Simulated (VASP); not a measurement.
# Sb (P6/mmm) in VASP: further runs

Runs on Sb. Level: PBE. Tasks: single point.

Everything below comes from runs of VASP 6.6.1. Logs are shortened: lines on timing, memory, paths and dates and some standing lists are left out, and cuts for length are marked.

### 1 The cell of the first run

Symmetry: P6/mmm, No. 191, hexagonal system. The conventional cell has a = 4.103 Å, b = 4.103 Å, c = 2.444 Å, α = 90.00°, β = 90.00°, γ = 120.00°. Within 3.2 Å of Sb (site symmetry 6/mmm) lie 14 Sb at 2.44 to 2.67 Å. Within 3.1 Å of Sb (site symmetry -6m2) lie 11 Sb at 2.37 to 2.67 Å.

### 2 Single point, PBE

INCAR reads:

```
PREC = Accurate ; ENCUT = 520
EDIFF = 1E-6 ; ISMEAR = -1
SIGMA = 0.1 ; LREAL = F
LASPH = T ; NELM = 100
ALGO = Normal ; ISIF = 2
LWAVE = F ; LCHARG = F
GGA = PE ; NBANDS = 14
```

KPOINTS reads:

```
Automatic mesh
0
Gamma
  7 7 9
```

POSCAR reads:

```
Sb
1.0
    4.1030624751      0.0000000000      0.0000000000
   -2.0515312375      3.5533563367      0.0000000000
    0.0000000000      0.0000000000      2.4441469962
Sb
3
Direct
    0.0000000000      0.0000000000      0.0000000000
    0.3333333333      0.6666666667      0.5000000000
    0.6666666667      0.3333333333      0.5000000000
```

Potentials or basis: VASP PAW PBE potentials, release 64 (Sb).

Started as:

```sh
$ cat potpaw_PBE.64/Sb/POTCAR > POTCAR
$ mpirun -np 1 vasp_std > vasp.out
```

OUTCAR:

```text
PREC = Accurate
   ENCUT = 520
   EDIFF = 1E-6
   ISMEAR = -1
   LREAL = F
   LASPH = T
   NELM = 100
   ISIF = 2
   GGA = PE

 ion  position               nearest neighbor table
   1  0.000  0.000  0.000-   2 2.67   3 2.67   2 2.67   3 2.67   2 2.67   2 2.67   3 2.67   3 2.67
                             3 2.67   3 2.67   2 2.67   2 2.67
   2  0.333  0.667  0.500-   3 2.37   3 2.37   3 2.37   1 2.67   1 2.67   1 2.67   1 2.67   1 2.67
                             1 2.67   3 3.40   3 3.40   3 3.40   3 3.40   3 3.40   3 3.40
   3  0.667  0.333  0.500-   2 2.37   2 2.37   2 2.37   1 2.67   1 2.67   1 2.67   1 2.67   1 2.67
                             1 2.67   2 3.40   2 3.40   2 3.40   2 3.40   2 3.40   2 3.40

  LATTYP: Found a hexagonal cell.
 ALAT       =     4.1030624751
 C/A-ratio  =     0.5956884671

  Lattice vectors:

 A1 = (   4.1030624751,   0.0000000000,   0.0000000000)
 A2 = (  -2.0515312375,   3.5533563367,   0.0000000000)
 A3 = (   0.0000000000,   0.0000000000,   2.4441469962)

Analysis of symmetry for initial positions (statically):
=====================================================================
 Subroutine PRICEL returns:
 Original cell was already a primitive cell.

 Routine SETGRP: Setting up the symmetry group for a
 hexagonal supercell.

 Subroutine GETGRP returns: Found 24 space group operations
 (whereof 24 operations were pure point group operations)
 out of a pool of 24 trial point group operations.

The static configuration has the point symmetry D_6h.

Analysis of symmetry for dynamics (positions and initial velocities):
=====================================================================
 Subroutine PRICEL returns:
 Original cell was already a primitive cell.

 Routine SETGRP: Setting up the symmetry group for a
 hexagonal supercell.

 Subroutine GETGRP returns: Found 24 space group operations
 (whereof 24 operations were pure point group operations)
 out of a pool of 24 trial point group operations.

The dynamic configuration has the point symmetry D_6h.

 Subroutine INISYM returns: Found 24 space group operations
 (whereof 24 operations are pure point group operations),
 and found     1 'primitive' translations

----------------------------------------------------------------------------------------

                                     Primitive cell

  volume of cell :      35.6348

  direct lattice vectors                    reciprocal lattice vectors
     4.103062475  0.000000000  0.000000000     0.243720393  0.140712035  0.000000000
    -2.051531237  3.553356337  0.000000000     0.000000000  0.281424069  0.000000000
     0.000000000  0.000000000  2.444146996     0.000000000  0.000000000  0.409140695

  length of vectors
     4.103062475  4.103062475  2.444146996     0.281424069  0.281424069  0.409140695

  position of ions in fractional coordinates (direct lattice)
     0.000000000  0.000000000  0.000000000
     0.333333333  0.666666667  0.500000000
     0.666666667  0.333333333  0.500000000

  ion indices of the primitive-cell ions
   primitive index   ion index
                 1           1
                 2           2
                 3           3

----------------------------------------------------------------------------------------

 KPOINTS: Automatic mesh

Automatic generation of k-mesh.
 Grid dimensions read from file:
 generate k-points for:    7    7    9

 Generating k-lattice:

  Cartesian coordinates                     Fractional coordinates (reciprocal lattice)
     0.034817199  0.020101719  0.000000000     0.142857143  0.000000000  0.000000000
     0.000000000  0.040203438  0.000000000     0.000000000  0.142857143  0.000000000
     0.000000000  0.000000000  0.045460077     0.000000000  0.000000000  0.111111111

  Length of vectors
     0.040203438  0.040203438  0.045460077

  Shift w.r.t. Gamma in fractional coordinates (k-lattice)
     0.000000000  0.000000000  0.000000000

 Subroutine IBZKPT returns following result:
 ===========================================

 Found     40 irreducible k-points:

 Following reciprocal coordinates:
            Coordinates               Weight
  0.000000  0.000000  0.000000      1.000000
  0.142857  0.000000  0.000000      6.000000
  0.285714  0.000000  0.000000      6.000000
  0.428571  0.000000  0.000000      6.000000
  0.142857  0.142857  0.000000      6.000000
  0.285714  0.142857  0.000000     12.000000
[... 16 lines left out ...]
  0.428571  0.142857  0.222222     12.000000
  0.285714  0.285714  0.222222     12.000000
 [... further k-points ...]
   k-points           NKPTS =     40   k-points in BZ     NKDIM =     40   number of bands    NBANDS=     14
   number of dos      NEDOS =    301   number of ions     NIONS =      3
   total plane-waves  NPLWV =  18432
   dimension x,y,z NGX =    32 NGY =   32 NGZ =   18
   dimension x,y,z NGXF=    64 NGYF=   64 NGZF=   36
   ions per type =               3
   NGX,Y,Z   is equivalent  to a cutoff of  12.97, 12.97, 12.24 a.u.
   NGXF,Y,Z  is equivalent  to a cutoff of  25.93, 25.93, 24.49 a.u.
 SYSTEM =  unknown system
   PREC   = accura    normal or accurate (medium, high low for compatibility)
   ISTART =      0    job   : 0-new  1-cont  2-samecut
   ICHARG =      2    charge: 1-file 2-atom 10-const
   ISPIN  =      1    spin polarized calculation?
   LNONCOLLINEAR =      F non collinear calculations
   LSORBIT =      F    spin-orbit coupling
   LASPH  =      T    aspherical Exc in radial PAW
   ENCUT  =  520.0 eV  38.22 Ry    6.18 a.u.   7.63  7.63  4.54*2*pi/ulx,y,z
   NELM   =    100;   NELMIN=  2; NELMDL= -5     # of ELM steps
   EDIFF  = 0.1E-05   stopping-criterion for ELM
   LREAL  =      F    real-space projection
[... 7 lines left out ...]
   TEBEG  =    0.0;   TEEND  =   0.0 temperature during run
   PSTRESS=    0.0 pullay stress
   NELECT =      15.0000    total number of electrons
   NUPDOWN=      -1.0000    fix difference up-down
   EMIN   =  10.00;   EMAX   =-10.00  energy-range for DOS
   EFERMI =   0.00;   METHOD = LEGACY
   ISMEAR =    -1;   SIGMA  =   0.10  broadening in eV -4-tet -1-fermi 0-gaus
   EFERMI_NEDOS =   21; number of points for ismear=-14 and -15
   IALGO  =     38    algorithm
   IMIX   =      4    mixing-type and parameters
     AMIX     =   0.40;   BMIX     =  1.00
     AMIX_MAG =   1.60;   BMIX_MAG =  1.00
  volume/ion in A,a.u.               =      11.88        80.16
  Fermi-wavevector in a.u.,A,eV,Ry     =   1.226913  2.318530 20.481068  1.505316
  Thomas-Fermi vector in A             =   2.361896
   LORBIT       =      0    0 simple, 1 ext, 2 COOP (PROOUT), +10 PAW based schemes
   GGA     = PE    functional components
[... 5 lines left out ...]
 non-spin polarized calculation
  energy-cutoff  :      520.00
  volume of cell :       35.63
 maximum number of plane-waves:       975
 NGX is ok and might be reduce to    32

 number of electron      14.9999999 magnetization

 Free energy of the ion-electron system (eV)
  ---------------------------------------------------
  ext. energy  EPLUGINS =         0.00000000
  ---------------------------------------------------
  free energy    TOTEN  =        11.77647882 eV

  energy without entropy =       11.80759438  energy(sigma->0) =       11.79203660

 E-fermi :  24.7418     XC(G=0): -14.1951

 val. band max:       24.6653814693   @ k =   0.4286   0.0000   0.2222
 cond. band min:      24.7496367122   @ k =   0.2857   0.1429   0.1111
 fundamental gap:      0.0842552430
 Fermi energy:        24.7418153558

 k-point     1 :       0.0000    0.0000    0.0000
  band No.  band energies     occupation
      1       1.4594      2.00000
      2      15.1950      2.00000
      3      15.1950      2.00000
      4      15.3568      2.00000
      5      15.3568      2.00000
      6      15.4806      2.00000
      7      15.5341      2.00000
      8      26.6081      0.00000
      9      32.2782      0.00000
     10      34.4058      0.00000
     11      35.7093      0.00000
     12      35.7093      0.00000
     13      36.8659      0.00000
     14      36.8659      0.00000

 k-point     2 :       0.1429    0.0000    0.0000
  band No.  band energies     occupation
      1       1.7358      2.00000
      2      11.6902      2.00000
      3      13.3521      2.00000
      4      14.0309      2.00000
      5      17.4170      2.00000
      6      17.6976      2.00000
      7      19.3826      2.00000
      8      26.9796      0.00000
      9      32.3040      0.00000
     10      33.0312      0.00000
     11      34.0068      0.00000
     12      35.1063      0.00000
     13      35.8903      0.00000
     14      36.7965      0.00000

 k-point     3 :       0.2857    0.0000    0.0000
  band No.  band energies     occupation
      1       2.5700      2.00000
      2       8.5444      2.00000
      3      12.0168      2.00000
      4      13.1417      2.00000
      5      20.0029      2.00000
      6      20.5110      2.00000
      7      23.5752      1.99998
      8      28.0584      0.00000
      9      30.0951      0.00000
     10      30.6471      0.00000
     11      32.5181      0.00000
     12      34.2162      0.00000
     13      34.3124      0.00000
     14      34.3815      0.00000
[... 324 lines left out ...]
 k-point    23 :       0.4286    0.1429    0.2222
  band No.  band energies     occupation
      1       6.5161      2.00000
      2       6.5685      2.00000
      3      10.5246      2.00000
      4      16.5029      2.00000
      5      22.4262      2.00000
      6      22.4301      2.00000
      7      24.0380      1.99825
      8      24.0440      1.99814
      9      25.8882      0.00002
     10      28.7388      0.00000
     11      29.0390      0.00000
     12      30.2000      0.00000
     13      30.8396      0.00000
     14      33.6707      0.00000

 k-point    24 :       0.2857    0.2857    0.2222
  band No.  band energies     occupation
      1       6.2567      2.00000
      2       8.2160      2.00000
      3       8.2881      2.00000
      4      19.9019      2.00000
      5      20.0614      2.00000
      6      22.1886      2.00000
      7      23.8066      1.99983
      8      24.0425      1.99817
      9      24.2602      1.98394
     10      29.6691      0.00000
     11      29.9883      0.00000
     12      31.9483      0.00000
     13      32.6678      0.00000
     14      33.2702      0.00000

 [... further k-points ...]
[... 5 lines left out ...]
  --------------------------------------------------------------------------------------
  -------------------------------------------------------------------------------------
  Total       78.9948413     78.9948413     78.8845681      0.0000000      0.0000000      0.0000000
  in kB     3551.6903894   3551.6903893   3546.7323939      0.0000000      0.0000000      0.0000000
  external PRESSURE =    3550.0377242 kB  Pullay stress =       0.0000000 kB

 VOLUME and BASIS-vectors are now :
 -----------------------------------------------------------------------------
  energy-cutoff  :      520.00
  volume of cell :       35.63
      direct lattice vectors                 reciprocal lattice vectors
     4.103062475  0.000000000  0.000000000     0.243720393  0.140712035  0.000000000
    -2.051531237  3.553356337  0.000000000     0.000000000  0.281424069  0.000000000
     0.000000000  0.000000000  2.444146996     0.000000000  0.000000000  0.409140695

 POSITION                                       TOTAL-FORCE (eV/Angst)
 -----------------------------------------------------------------------------------
      0.00000      0.00000      0.00000         0.000000      0.000000      0.000000
     -0.00000      2.36890      1.22207         0.000000     -0.000000      0.000000
      2.05153      1.18445      1.22207        -0.000000      0.000000      0.000000
 -----------------------------------------------------------------------------------
    total drift:                               -0.000000     -0.000000     -0.000000

  FREE ENERGIE OF THE ION-ELECTRON SYSTEM (eV)
  ---------------------------------------------------
  free  energy   TOTEN  =        11.7764788161 eV

  energy  without entropy=       11.8075943833  energy(sigma->0) =       11.79203660
```

Wall time 10 s (1 thread of Intel Xeon 6975P-C (Granite Rapids), shared host); peak memory 0.15 GiB.

What came out:

```yaml
Free_energy: 11.7765 eV
Pressure: 355.0 GPa
```

Caveat: spin-orbit coupling is left out, which moves the levels of the heavy elements.

### 3 Single point, PBE

INCAR reads:

```
SYSTEM = Sb
PREC     = Accurate       ! precision mode
ENCUT    = 520            ! plane-wave cutoff, eV
EDIFF    = 1E-6           ! SCF threshold, eV
ISMEAR   = -1             ! smearing method
SIGMA    = 0.1            ! smearing width, eV
LREAL    = .False.        ! projectors in reciprocal space
LASPH    = .True.         ! aspherical terms in the spheres
NELM     = 60             ! most SCF steps
ALGO     = Normal         ! electronic algorithm
ISIF     = 2              ! what is computed and relaxed
LWAVE    = .False.        ! write WAVECAR
LCHARG   = .False.        ! write CHGCAR
GGA      = PE             ! functional
NBANDS   = 14             ! bands
```

KPOINTS reads:

```
regular mesh
0
Gamma
  7 7 9
  0 0 0
```

Edit POSCAR of step 2 so:

```diff
@@ -4,3 +4,3 @@
    -2.0515312375      3.5533563367      0.0000000000
-    0.0000000000      0.0000000000      2.4441469962
+    0.0000000000      0.0000000000      2.4441469963
 Sb
```

Potentials or basis: VASP PAW PBE potentials, release 64 (Sb).

Started as:

```sh
$ cat potpaw_PBE.64/Sb/POTCAR > POTCAR
$ mpirun -np 1 vasp_std > vasp.out
```

Run time: 9 s. Hardware: 1 thread of Intel Xeon 6975P-C (Granite Rapids), shared host; peak memory 0.14 GiB.

The run converged. Its results:

| Property | Result |
| --- | --- |
| Free energy | 11.7765 eV |
| Pressure | 355.0 GPa |

Stress tensor (GPa, compression positive):
```
355.17   0.00   0.00
  0.00 355.17   0.00
  0.00   0.00 354.67
```

Levels at points of the mesh, in eV from the Fermi level:
| k point | band 5 | band 6 | band 7 | band 8 | band 9 | band 10 | band 11 | band 12 |
| --- | --- | --- | --- | --- | --- | --- | --- | --- |
| (0.00, 0.00, 0.00) | -9.39 | -9.26 | -9.21 | 1.87 | 7.54 | 9.66 | 10.97 | 10.97 |

Caveat: spin-orbit coupling is left out, which moves the levels of the heavy elements.

### 4 Single point, PBE (volume scaled by 0.43, source ansatz)

INCAR reads:

```
ALGO = Normal
EDIFF = 1E-6
ENCUT = 520
GGA = PE
ISIF = 2
ISMEAR = -1
LASPH = True
LCHARG = False
LREAL = False
LWAVE = False
NBANDS = 14
NELM = 100
PREC = Accurate
SIGMA = 0.1
```

KPOINTS reads:

```
k-points
0
Gamma
  7 7 9
```

POSCAR is that of step 3.

Started as:

```sh
$ cat potpaw_PBE.64/Sb/POTCAR > POTCAR
$ mpirun -np 1 vasp_std > vasp.out
```

Wall time 9.9 s (1 thread of Intel Xeon 6975P-C (Granite Rapids), shared host); peak memory 0.15 GiB.

Results (log left out):

```yaml
Free_energy: 11.7765 eV
Pressure: 355.0 GPa
```

Stress tensor (GPa, compression positive):
```
355.17   0.00   0.00
  0.00 355.17   0.00
  0.00   0.00 354.67
```

Levels at points of the mesh, in eV from the Fermi level:
```tsv
k point	band 5	band 6	band 7	band 8	band 9	band 10	band 11	band 12
(0.00, 0.00, 0.00)	-9.39	-9.26	-9.21	1.87	7.54	9.66	10.97	10.97
```

Caveat: spin-orbit coupling is left out, which moves the levels of the heavy elements.
